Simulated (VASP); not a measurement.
# Ti4GeO7 (a cell with a defect) in VASP: further runs, part 2 of 2

VASP 6.6.1.

## Step 3: Single point, PBEsol

File INCAR:

```
SYSTEM = Ti4GeO7
PREC = Accurate
ENCUT = 520
EDIFF = 1E-6
ISMEAR = -1
SIGMA = 0.05
LREAL = .FALSE.
LASPH = .TRUE.
NELM = 120
ALGO = Normal
ISIF = 2
LWAVE = .FALSE.
LCHARG = .FALSE.
GGA = PS
NBANDS = 64
GGA_COMPAT = .FALSE.
```

File KPOINTS:

```
Automatic mesh
0
Gamma
  2 2 2
  0.5 0.5 0.5
```

File POSCAR:

```
Ti4GeO7
1.0
    4.5914140000      0.0000000000      0.0000000000
    0.0000000000      4.5914140000      0.0000000000
    0.0000000000      0.0000000000      5.8777420000
Ti O Ge
4 7 1
Direct
    0.0048450000      0.0030780000      0.9977000000
    0.9980710000      0.9947560000      0.5042900000
    0.4916210000      0.4999170000      0.2507080000
    0.4984540000      0.5014520000      0.7501960000
    0.3015220000      0.2980480000      0.0004790000
    0.6957780000      0.6942540000      0.0007880000
    0.6969900000      0.6929650000      0.4959460000
    0.1989420000      0.8100220000      0.2493020000
    0.2035580000      0.8070580000      0.7470760000
    0.8068410000      0.1956040000      0.2513740000
    0.8021870000      0.1993850000      0.7499090000
    0.3040790000      0.3147750000      0.5024520000
```

Potentials or basis: VASP PAW PBE potentials, release 64 (Ti_sv, O, Ge_d).

Launch:

```bash
$ cat potpaw_PBE.64/Ti_sv/POTCAR potpaw_PBE.64/O/POTCAR potpaw_PBE.64/Ge_d/POTCAR > POTCAR
$ mpirun -np 1 vasp_std > vasp.out
```

OUTCAR:

```text
SYSTEM = Ti4GeO7
   PREC = Accurate
   ENCUT = 520
   EDIFF = 1E-6
   ISMEAR = -1
   LREAL = .FALSE.
   LASPH = .TRUE.
   NELM = 120
   ISIF = 2
   GGA = PS

 ion  position               nearest neighbor table
   1  0.005  0.003  0.998-   5 1.92   8 1.94  11 1.95   9 1.95  10 1.96   6 2.01   2 2.90
   2  0.998  0.995  0.504-   9 1.92  11 1.94   8 1.95  10 1.96   7 1.96  12 2.03   1 2.90
   3  0.492  0.500  0.251-  12 1.91   7 1.94   5 1.95   6 1.96   8 1.96  10 2.01
   4  0.498  0.501  0.750-  12 1.91   6 1.94   9 1.95   7 1.96   5 1.96  11 1.97
   5  0.302  0.298  0.000-   1 1.92   3 1.95   4 1.96
   6  0.696  0.694  0.001-   4 1.94   3 1.96   1 2.01
   7  0.697  0.693  0.496-   3 1.94   2 1.96   4 1.96
   8  0.199  0.810  0.249-   1 1.94   2 1.95   3 1.96
   9  0.204  0.807  0.747-   2 1.92   4 1.95   1 1.95
  10  0.807  0.196  0.251-   1 1.96   2 1.96   3 2.01
  11  0.802  0.199  0.750-   2 1.94   1 1.95   4 1.97
  12  0.304  0.315  0.502-   4 1.91   3 1.91   2 2.03

  LATTYP: Found a simple tetragonal cell.
 ALAT       =     4.5914140000
 C/A-ratio  =     1.2801594454

  Lattice vectors:

 A1 = (   4.5914140000,   0.0000000000,   0.0000000000)
 A2 = (   0.0000000000,   4.5914140000,   0.0000000000)
 A3 = (   0.0000000000,   0.0000000000,   5.8777420000)

Analysis of symmetry for initial positions (statically):
=====================================================================
 Subroutine PRICEL returns:
 Original cell was already a primitive cell.

 Routine SETGRP: Setting up the symmetry group for a
 simple tetragonal supercell.

 Subroutine GETGRP returns: Found  1 space group operations
 (whereof  1 operations were pure point group operations)
 out of a pool of 16 trial point group operations.

The static configuration has the point symmetry C_1 .

Analysis of symmetry for dynamics (positions and initial velocities):
=====================================================================
[... 138 lines left out ...]
   LEPSILON=     F    determine dielectric tensor
   LRPA    =     F    only Hartree local field effects (RPA)
 non-spin polarized calculation
  energy-cutoff  :      520.00
  volume of cell :      123.91
 maximum number of plane-waves:      3339
 NGX is ok and might be reduce to    36
   NGX = 17   NGY = 17   NGZ = 21

 number of electron     103.9999999 magnetization

 Free energy of the ion-electron system (eV)
  ---------------------------------------------------
  ext. energy  EPLUGINS =         0.00000000
  ---------------------------------------------------
  free energy    TOTEN  =       -95.75475046 eV

  energy without entropy =      -95.68073432  energy(sigma->0) =      -95.71774239

 E-fermi :   6.7871     XC(G=0): -12.1177

 val. band max:        6.7127730495   @ k =  -0.2500   0.2500   0.2500
 cond. band min:       6.8330754457   @ k =  -0.2500  -0.2500   0.2500
 fundamental gap:      0.1203023962
 Fermi energy:         6.7871141929

 k-point     1 :       0.2500    0.2500    0.2500
  band No.  band energies     occupation
      1     -50.6619      2.00000
      2     -50.2152      2.00000
      3     -49.8265      2.00000
      4     -49.7785      2.00000
      5     -27.2318      2.00000
      6     -27.0523      2.00000
[... 257 lines left out ...]
     63       9.9596      0.00000
     64      10.0990      0.00000

------------------------ aborting loop because EDIFF is reached ----------------------------------------

  FORCE on cell =-STRESS in cart. coord.  units (eV):
  Direction    XX          YY          ZZ          XY          YZ          ZX
  --------------------------------------------------------------------------------------
  -------------------------------------------------------------------------------------
  Total       24.8528015     25.7373365     35.9513863     19.1505088      0.1573642      0.5350417
  in kB      321.3531095    332.7903740    464.8606630    247.6209996      2.0347596      6.9182266
  external PRESSURE =     373.0013822 kB  Pullay stress =       0.0000000 kB

 VOLUME and BASIS-vectors are now :
 -----------------------------------------------------------------------------
  energy-cutoff  :      520.00
  volume of cell :      123.91
      direct lattice vectors                 reciprocal lattice vectors
     4.591414000  0.000000000  0.000000000     0.217797829  0.000000000  0.000000000
     0.000000000  4.591414000  0.000000000     0.000000000  0.217797829  0.000000000
     0.000000000  0.000000000  5.877742000     0.000000000  0.000000000  0.170133361

 POSITION                                       TOTAL-FORCE (eV/Angst)
 -----------------------------------------------------------------------------------
      0.02225      0.01413      5.86422        -0.940894     -0.507778      0.686802
      4.58256      4.56734      2.96409        -6.453015     -6.149891     -0.771715
      2.25724      2.29533      1.47360         6.928198      6.378468    -11.262395
      2.28861      2.30237      4.40946         7.024556      6.363998     10.936357
      1.38441      1.36846      0.00282        -0.376224     -0.215244     -0.089864
      3.19460      3.18761      0.00463         1.022507      1.032242     -0.059209
      3.20017      3.18169      2.91504         0.141552      0.129022      0.347761
      0.91343      3.71915      1.46533         0.044492     -0.423729      0.217434
      0.93462      3.70554      4.39112        -0.217643     -0.127844     -0.012386
      3.70454      0.89810      1.47751        -0.299821      0.101481      0.203346
      3.68317      0.91546      4.40777        -0.032864     -0.245045     -0.251511
      1.39615      1.44526      2.95328        -6.840843     -6.335680      0.055379
 -----------------------------------------------------------------------------------
    total drift:                               -0.000067     -0.001342     -0.001113

  FREE ENERGIE OF THE ION-ELECTRON SYSTEM (eV)
  ---------------------------------------------------
  free  energy   TOTEN  =       -95.7547504619 eV

  energy  without entropy=      -95.6807343207  energy(sigma->0) =      -95.71774239
```

It took 95 s on 1 thread of Intel Xeon 8259CL, shared host; peak memory 0.24 GiB.

Results:

```
Free energy            : -95.7548 eV
Pressure               : 37.3 GPa
Largest force          : 14.681 eV/Å
Band gap on the k mesh : 0.12 eV
```

Forces on the atoms (eV/Å):
```
Ti   -0.941  -0.508   0.687
Ti   -6.453  -6.150  -0.772
Ti    6.928   6.378 -11.262
Ti    7.025   6.364  10.936
O    -0.376  -0.215  -0.090
O     1.023   1.032  -0.059
O     0.142   0.129   0.348
O     0.044  -0.424   0.217
O    -0.218  -0.128  -0.012
O    -0.300   0.101   0.203
O    -0.033  -0.245  -0.252
Ge   -6.841  -6.336   0.055
```

Stress tensor (GPa, compression positive):
```
32.14 24.76  0.69
24.76 33.28  0.20
 0.69  0.20 46.49
```

Levels at points of the mesh, in eV from the valence-band top:
```csv
k point,band 50,band 51,band 52,band 53,band 54,band 55
"(0.25, 0.25, 0.25)",-1.67,-0.91,-0.05,0.12,1.26,1.47
```

Caveat: the k points lie up to 0.68 Å⁻¹ apart; semilocal functionals underestimate gaps, and a narrow one can read as zero; the PAW data sets were made with another functional, which shifts forces and pressure a little.

The gap in the log of VASP goes by the Fermi energy; the results here count the filled bands.